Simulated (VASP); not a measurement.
# TiB (F-43m) in VASP: notebook

TiB is run at these levels: PBEsol; tasks: single point.

All numbers are computed with VASP 6.6.1; they aren't measurements. Logs are shortened: lines on timing, memory, paths and dates and some standing lists are left out, and cuts for length are marked.

## 1. The cell of the first run

It takes space group F-43m (No. 216, cubic). Conventional cell: a = 4.777 Å, b = 4.777 Å, c = 4.777 Å, α = 90.00°, β = 90.00°, γ = 90.00°. Ti (site symmetry -43m) has 4 B at 2.07 Å within 2.7 Å. Within 2.7 Å of B (site symmetry -43m) lie 4 Ti at 2.07 Å.

## 2. Single point, PBEsol

The input, INCAR:

```
PREC = Accurate
ENCUT = 520
EDIFF = 1E-6
ISMEAR = 0
SIGMA = 0.1
LREAL = F
LASPH = T
NELM = 80
ALGO = Normal
ISIF = 2
LWAVE = F
LCHARG = F
GGA = PS
NBANDS = 14
```

The input, KPOINTS:

```
Automatic mesh
0
Gamma
  14 14 14
```

The input, POSCAR:

```
TiB
1.0
    0.0000000000      2.3885272893      2.3885272893
    2.3885272893      0.0000000000      2.3885272893
    2.3885272893      2.3885272893      0.0000000000
Ti B
1 1
Direct
    0.7500000000      0.7500000000      0.7500000000
    0.0000000000      0.0000000000      0.0000000000
```

Potentials or basis: VASP PAW PBE potentials, release 64 (Ti_sv, B).

Command:

```sh
> cat potpaw_PBE.64/Ti_sv/POTCAR potpaw_PBE.64/B/POTCAR > POTCAR
> mpirun -np 1 vasp_std > vasp.out
```

OUTCAR:

```text
PREC = Accurate
   ENCUT = 520
   EDIFF = 1E-6
   ISMEAR = 0
   LREAL = F
   LASPH = T
   NELM = 80
   ISIF = 2
   GGA = PS

 ion  position               nearest neighbor table
   1  0.750  0.750  0.750-   2 2.07   2 2.07   2 2.07   2 2.07
   2  0.000  0.000  0.000-   1 2.07   1 2.07   1 2.07   1 2.07

  LATTYP: Found a face centered cubic cell.
 ALAT       =     4.7770545786

  Lattice vectors:

 A1 = (   0.0000000000,   2.3885272893,   2.3885272893)
 A2 = (   2.3885272893,   0.0000000000,   2.3885272893)
 A3 = (   2.3885272893,   2.3885272893,   0.0000000000)

Analysis of symmetry for initial positions (statically):
=====================================================================
 Subroutine PRICEL returns:
 Original cell was already a primitive cell.

 Routine SETGRP: Setting up the symmetry group for a
 face centered cubic supercell.

 Subroutine GETGRP returns: Found 24 space group operations
 (whereof 24 operations were pure point group operations)
 out of a pool of 48 trial point group operations.

The static configuration has the point symmetry T_d .

Analysis of symmetry for dynamics (positions and initial velocities):
=====================================================================
 Subroutine PRICEL returns:
 Original cell was already a primitive cell.

 Routine SETGRP: Setting up the symmetry group for a
 face centered cubic supercell.

 Subroutine GETGRP returns: Found 24 space group operations
 (whereof 24 operations were pure point group operations)
 out of a pool of 48 trial point group operations.

The dynamic configuration has the point symmetry T_d .

 Subroutine INISYM returns: Found 24 space group operations
 (whereof 24 operations are pure point group operations),
 and found     1 'primitive' translations

----------------------------------------------------------------------------------------

                                     Primitive cell

  volume of cell :      27.2534

  direct lattice vectors                    reciprocal lattice vectors
     0.000000000  2.388527289  2.388527289    -0.209334012  0.209334012  0.209334012
     2.388527289  0.000000000  2.388527289     0.209334012 -0.209334012  0.209334012
     2.388527289  2.388527289  0.000000000     0.209334012  0.209334012 -0.209334012

  length of vectors
     3.377887687  3.377887687  3.377887687     0.362577144  0.362577144  0.362577144

  position of ions in fractional coordinates (direct lattice)
     0.750000000  0.750000000  0.750000000
     0.000000000  0.000000000  0.000000000
[... 76 lines left out ...]
   NELM   =     80;   NELMIN=  2; NELMDL= -5     # of ELM steps
   EDIFF  = 0.1E-05   stopping-criterion for ELM
   LREAL  =      F    real-space projection
[... 7 lines left out ...]
   TEBEG  =    0.0;   TEEND  =   0.0 temperature during run
   PSTRESS=    0.0 pullay stress
   NELECT =      15.0000    total number of electrons
   NUPDOWN=      -1.0000    fix difference up-down
   EMIN   =  10.00;   EMAX   =-10.00  energy-range for DOS
   EFERMI =   0.00;   METHOD = LEGACY
   ISMEAR =     0;   SIGMA  =   0.10  broadening in eV -4-tet -1-fermi 0-gaus
   EFERMI_NEDOS =   21; number of points for ismear=-14 and -15
   IALGO  =     38    algorithm
   IMIX   =      4    mixing-type and parameters
     AMIX     =   0.40;   BMIX     =  1.00
     AMIX_MAG =   1.60;   BMIX_MAG =  1.00
  volume/ion in A,a.u.               =      13.63        91.96
  Fermi-wavevector in a.u.,A,eV,Ry     =   1.341627  2.535307 24.489975  1.799962
  Thomas-Fermi vector in A             =   2.469845
   LORBIT       =      0    0 simple, 1 ext, 2 COOP (PROOUT), +10 PAW based schemes
   GGA     = PS    functional components
   LHFCALC =     F    Hartree Fock is set to
   AEXX    =    0.0000 exact exchange contribution
   IVDW    =     0    specifies the selected vdW correction
   LEPSILON=     F    determine dielectric tensor
   LRPA    =     F    only Hartree local field effects (RPA)
 non-spin polarized calculation
 Gauss-broadening in eV      SIGMA  =   0.10
  energy-cutoff  :      520.00
  volume of cell :       27.25
 maximum number of plane-waves:       754
 NGX is ok and might be reduce to    28
   NGX = 13   NGY = 13   NGZ = 13

 number of electron      15.0000003 magnetization

 Free energy of the ion-electron system (eV)
  ---------------------------------------------------
  ext. energy  EPLUGINS =         0.00000000
  ---------------------------------------------------
  free energy    TOTEN  =       -13.76209011 eV

  energy without entropy =      -13.75454730  energy(sigma->0) =      -13.75831870

 E-fermi :   5.4217     XC(G=0): -11.0720

 val. band max:        5.4052738700   @ k =  -0.3571   0.4286   0.0714
 cond. band min:       5.4292830573   @ k =   0.4286   0.2857   0.0714
 fundamental gap:      0.0240091874
 Fermi energy:         5.4216646743

 k-point     1 :       0.0000    0.0000    0.0000
  band No.  band energies     occupation
      1     -50.2067      2.00000
      2     -26.5229      2.00000
      3     -26.5229      2.00000
      4     -26.5229      2.00000
      5      -2.6306      2.00000
      6       4.2851      2.00000
      7       4.2851      2.00000
      8       4.2851      2.00000
      9       7.7862      0.00000
     10       7.7862      0.00000
     11      14.3628      0.00000
     12      14.7623      0.00000
     13      14.7623      0.00000
     14      14.7623      0.00000
[... 377 lines left out ...]
      1     -50.1940      2.00000
      2     -26.6215      2.00000
      3     -26.5524      2.00000
      4     -26.5498      2.00000
      5      -1.3526      2.00000
      6       3.5006      2.00000
      7       4.7250      2.00000
      8       4.8131      2.00000
      9       7.1171      0.00000
     10       8.0654      0.00000
     11      11.9235      0.00000
     12      12.9937      0.00000
     13      13.8508      0.00000
     14      16.0883      0.00000

 [... further k-points ...]
[... 5 lines left out ...]
  --------------------------------------------------------------------------------------
  -------------------------------------------------------------------------------------
  Total        1.7211020      1.7211020      1.7211020     -0.0000000     -0.0000000      0.0000000
  in kB      101.1804414    101.1804414    101.1804414     -0.0000000     -0.0000000      0.0000000
  external PRESSURE =     101.1804414 kB  Pullay stress =       0.0000000 kB

 VOLUME and BASIS-vectors are now :
 -----------------------------------------------------------------------------
  energy-cutoff  :      520.00
  volume of cell :       27.25
      direct lattice vectors                 reciprocal lattice vectors
     0.000000000  2.388527289  2.388527289    -0.209334012  0.209334012  0.209334012
     2.388527289  0.000000000  2.388527289     0.209334012 -0.209334012  0.209334012
     2.388527289  2.388527289  0.000000000     0.209334012  0.209334012 -0.209334012

 POSITION                                       TOTAL-FORCE (eV/Angst)
 -----------------------------------------------------------------------------------
      3.58279      3.58279      3.58279        -0.000000     -0.000000     -0.000000
      0.00000      0.00000      0.00000         0.000000      0.000000      0.000000
 -----------------------------------------------------------------------------------
    total drift:                                0.000001      0.000001      0.000001

  FREE ENERGIE OF THE ION-ELECTRON SYSTEM (eV)
  ---------------------------------------------------
  free  energy   TOTEN  =       -13.7620901070 eV

  energy  without entropy=      -13.7545472980  energy(sigma->0) =      -13.75831870
```

stdout:

```text
POSCAR found type information on POSCAR TiB
 POSCAR found :  2 types and       2 ions
 scaLAPACK will be used
 -----------------------------------------------------------------------------
|                                                                             |
|                                                                             |
|     You enforced a specific xc type in the INCAR file but a different       |
|     I HOPE YOU KNOW WHAT YOU ARE DOING!                                     |
|                                                                             |
 -----------------------------------------------------------------------------

 LDA part: xc-table for (Slater+PW92), standard interpolation
 POSCAR, INCAR and KPOINTS ok, starting setup
 FFT: planning ... GRIDC
 FFT: planning ... GRID_SOFT
 FFT: planning ... GRID
 WAVECAR not read
 entering main loop
```

It took 24 s on 1 thread of Intel Xeon 6975P-C (Granite Rapids), shared host; peak memory 0.18 GiB.

Results:

* Free energy: -13.7621 eV
* Pressure: 10.1 GPa

Caveat: the PAW data sets were made with another functional, which shifts forces and pressure a little.

## 3. Single point, PBEsol

This run uses another cell than the first one, of 14.14 Å³/atom, 1.038 times its volume.

The input, INCAR:

```
  PREC = Accurate
  ENCUT = 520
  EDIFF = 1E-6
  ISMEAR = 0
  SIGMA = 0.1
  LREAL = F
  LASPH = T
  NELM = 100
  ALGO = Normal
  ISIF = 2
  LWAVE = F
  LCHARG = F
  GGA = PS
  NBANDS = 14
```

The input, KPOINTS:

```
regular mesh
0
Gamma
  14 14 14
```

The input, POSCAR:

```
TiB
1.0
    0.0000000000      2.4181779179      2.4181779179
    2.4181779179      0.0000000000      2.4181779179
    2.4181779179      2.4181779179      0.0000000000
Ti B
1 1
Direct
    0.7500000000      0.7500000000      0.7500000000
    0.0000000000      0.0000000000      0.0000000000
```

Potentials or basis: VASP PAW PBE potentials, release 64 (Ti_sv, B).

Command:

```sh
> cat potpaw_PBE.64/Ti_sv/POTCAR potpaw_PBE.64/B/POTCAR > POTCAR
> mpirun -np 1 vasp_std > vasp.out
```

Run time: 25 s. Hardware: 1 thread of Intel Xeon 6975P-C (Granite Rapids), shared host; peak memory 0.18 GiB.

Results (log left out):

```
Free energy : -13.8108 eV
Pressure    : 5.0 GPa
```

Levels at points of the mesh, in eV from the Fermi level:
| k point | band 5 | band 6 | band 7 | band 8 | band 9 | band 10 | band 11 | band 12 |
| --- | --- | --- | --- | --- | --- | --- | --- | --- |
| (0.00, 0.00, 0.00) | -7.94 | -1.08 | -1.08 | -1.08 | 2.28 | 2.28 | 8.66 | 9.04 |
| (0.50, 0.00, 0.00) | -5.47 | -2.40 | -0.62 | -0.62 | 2.74 | 2.74 | 3.53 | 6.85 |
| (0.50, 0.50, 0.00) | -4.57 | -3.04 | 0.63 | 0.98 | 0.98 | 3.06 | 4.05 | 4.05 |

Caveat: the PAW data sets were made with another functional, which shifts forces and pressure a little.

## 4. Single point, PBEsol

This run uses another cell than the first one, of 14.50 Å³/atom, 1.064 times its volume.

Edit INCAR of step 3 so:

```diff
@@ -2,3 +2,3 @@
   ENCUT = 520
-  EDIFF = 1E-6
+  EDIFF = 1E-7
   ISMEAR = 0
```

KPOINTS is that of step 3.

The input, POSCAR:

```
TiB
1.0
    0.0000000000      2.4385751091      2.4385751091
    2.4385751091      0.0000000000      2.4385751091
    2.4385751091      2.4385751091      0.0000000000
Ti B
1 1
Direct
    0.7500000000      0.7500000000      0.7500000000
    0.0000000000      0.0000000000      0.0000000000
```

Command:

```sh
> cat potpaw_PBE.64/Ti_sv/POTCAR potpaw_PBE.64/B/POTCAR > POTCAR
> mpirun -np 1 vasp_std > vasp.out
```

Run time: 27 s. Hardware: 1 thread of Intel Xeon 6975P-C (Granite Rapids), shared host; peak memory 0.18 GiB.

Results (log left out):

```yaml
Free_energy: -13.8272 eV
Pressure: 2.0 GPa
```

Levels at points of the mesh, in eV from the Fermi level:
| k point | band 4 | band 5 | band 6 | band 7 | band 8 | band 9 | band 10 | band 11 | band 12 | band 13 |
| --- | --- | --- | --- | --- | --- | --- | --- | --- | --- | --- |
| (0.00, 0.00, 0.00) | -32.12 | -7.87 | -1.04 | -1.04 | -1.04 | 2.23 | 2.23 | 8.47 | 8.83 | 8.83 |
| (0.50, 0.00, 0.00) | -32.14 | -5.45 | -2.37 | -0.59 | -0.59 | 2.67 | 2.67 | 3.42 | 6.69 | 6.69 |
| (0.50, 0.50, 0.00) | -32.18 | -4.58 | -2.96 | 0.63 | 0.94 | 0.94 | 2.98 | 3.95 | 3.95 | 4.20 |

Caveat: the PAW data sets were made with another functional, which shifts forces and pressure a little.

## 5. Single point, PBEsol

This run uses another cell than the first one, of 15.06 Å³/atom, 1.105 times its volume.

The input, INCAR:

```
PREC = Accurate
ENCUT = 520
EDIFF = 1E-6
ISMEAR = 0
SIGMA = 0.1
LREAL = F
LASPH = T
NELM = 80
ALGO = Normal
ISIF = 2
LWAVE = F
LCHARG = F
GGA = PS
NBANDS = 14
```

KPOINTS is that of step 4.

The input, POSCAR:

```
TiB
1.0
    0.0000000000      2.4692718547      2.4692718547
    2.4692718547      0.0000000000      2.4692718547
    2.4692718547      2.4692718547      0.0000000000
Ti B
1 1
Direct
    0.7500000000      0.7500000000      0.7500000000
    0.0000000000      0.0000000000      0.0000000000
```

Command:

```sh
> cat potpaw_PBE.64/Ti_sv/POTCAR potpaw_PBE.64/B/POTCAR > POTCAR
> mpirun -np 1 vasp_std > vasp.out
```

It took 27 s on 1 thread of Intel Xeon 6975P-C (Granite Rapids), shared host; peak memory 0.18 GiB.

It converged, with:

* Free energy: -13.8278 eV
* Pressure: -2.0 GPa

Levels at points of the mesh, in eV from the Fermi level:
| k point | band 5 | band 6 | band 7 | band 8 | band 9 | band 10 | band 11 | band 12 |
| --- | --- | --- | --- | --- | --- | --- | --- | --- |
| (0.00, 0.00, 0.00) | -7.75 | -0.99 | -0.99 | -0.99 | 2.15 | 2.15 | 8.19 | 8.53 |
| (0.50, 0.00, 0.00) | -5.42 | -2.32 | -0.56 | -0.56 | 2.56 | 2.56 | 3.26 | 6.45 |
| (0.50, 0.50, 0.00) | -4.59 | -2.85 | 0.63 | 0.89 | 0.89 | 2.85 | 3.80 | 3.80 |

Caveat: the PAW data sets were made with another functional, which shifts forces and pressure a little.

## 6. Single point, PBEsol

This run uses another cell than the first one, of 11.60 Å³/atom, 0.851 times its volume.

The input, INCAR:

```
PREC = Accurate
ENCUT = 520
EDIFF = 1E-6
ISMEAR = 0
SIGMA = 0.1
LREAL = F
LASPH = T
NELM = 100
ALGO = Normal
ISIF = 2
LWAVE = F
LCHARG = T
GGA = PS
LELF = T
LVHAR = T
NBANDS = 14
```

The input, KPOINTS:

```
regular mesh
0
Gamma
  16 16 16
```

The input, POSCAR:

```
TiB
1.0
    0.0000000000      2.2636310115      2.2636310115
    2.2636310115      0.0000000000      2.2636310115
    2.2636310115      2.2636310115      0.0000000000
Ti B
1 1
Direct
    0.7500000000      0.7500000000      0.7500000000
    0.0000000000      0.0000000000      0.0000000000
```

Potentials or basis: VASP PAW PBE potentials, release 64 (Ti_sv, B).

Command:

```sh
> cat potpaw_PBE.64/Ti_sv/POTCAR potpaw_PBE.64/B/POTCAR > POTCAR
> mpirun -np 1 vasp_std > vasp.out
```

Wall time 19 s (1 thread of Intel Xeon 6975P-C (Granite Rapids), shared host); peak memory 0.17 GiB.

The run converged. Its results:

| Quantity | Value |
| --- | --- |
| Free energy | -13.1668 eV |
| Pressure | 40.0 GPa |

Levels at points of the mesh, in eV from the Fermi level:
```tsv
k point	band 5	band 6	band 7	band 8	band 9	band 10	band 11	band 12
(0.00, 0.00, 0.00)	-8.47	-1.39	-1.39	-1.39	2.76	2.76	10.28	10.76
(0.50, 0.00, 0.00)	-5.53	-2.55	-0.83	-0.83	3.40	3.40	4.55	8.28
(0.50, 0.50, 0.00)	-4.42	-3.72	0.72	1.36	1.36	3.82	4.96	4.96
```

Caveat: the PAW data sets were made with another functional, which shifts forces and pressure a little.

## 7. Overview

```csv
cell,k mesh,gap on the mesh (eV),pressure (GPa)
"a = 3.378 Å, angles 60.0°, 2 atoms",14 × 14 × 14,none,10.1
"a = 3.420 Å, angles 60.0°, 2 atoms",14 × 14 × 14,none,5.0
"a = 3.449 Å, angles 60.0°, 2 atoms",14 × 14 × 14,none,2.0
"a = 3.492 Å, angles 60.0°, 2 atoms",14 × 14 × 14,none,-2.0
"a = 3.201 Å, angles 60.0°, 2 atoms",16 × 16 × 16,none,40.0
```

Alike in all rows: task single point; level PBEsol; potentials or basis VASP PAW PBE potentials, release 64 (Ti_sv, B); no spin polarisation; cutoff (eV) 520; smearing gaussian 0.1 eV.

Caveats: the PAW data sets were made with another functional, which shifts forces and pressure a little.

Absolute energies hang on the potentials; compare differences alone.
